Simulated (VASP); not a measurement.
A run of VASP 6.6.1:

File INCAR:

```
SYSTEM = NaCl
  PREC = Accurate
  ENCUT = 520
  EDIFF = 1E-6
  ISMEAR = -1
  SIGMA = 0.02
  LREAL = .FALSE.
  LASPH = .TRUE.
  NELM = 80
  ALGO = Normal
  ISIF = 2
  LWAVE = .FALSE.
  LCHARG = .TRUE.
  GGA = PE
  LELF = .TRUE.
  LVHAR = .TRUE.
  NBANDS = 14
```

File KPOINTS:

```
regular mesh
0
G
  8 8 8
  0 0 0
```

File POSCAR:

```
NaCl
1.0
    0.0000000000      2.8781254520      2.8781254520
    2.8781254520      0.0000000000      2.8781254520
    2.8781254520      2.8781254520      0.0000000000
Na Cl
1 1
Direct
    0.0000000000      0.0000000000      0.0000000000
    0.5000000000      0.5000000000      0.5000000000
```

Potentials or basis: VASP PAW PBE potentials, release 64 (Na_pv, Cl).

The run is started by

```sh
$ cat potpaw_PBE.64/Na_pv/POTCAR potpaw_PBE.64/Cl/POTCAR > POTCAR
$ mpirun -np 1 vasp_std > vasp.out
```

Hardware: 1 thread of Intel Xeon 8259CL, with other jobs on the host.

**Question.** How long does it take, and how much memory?

**Answer.** It took 32 s on 1 thread of Intel Xeon 8259CL, with other jobs on the host, peak memory 0.17 GiB. Counts: scf iterations 12, k points 29.
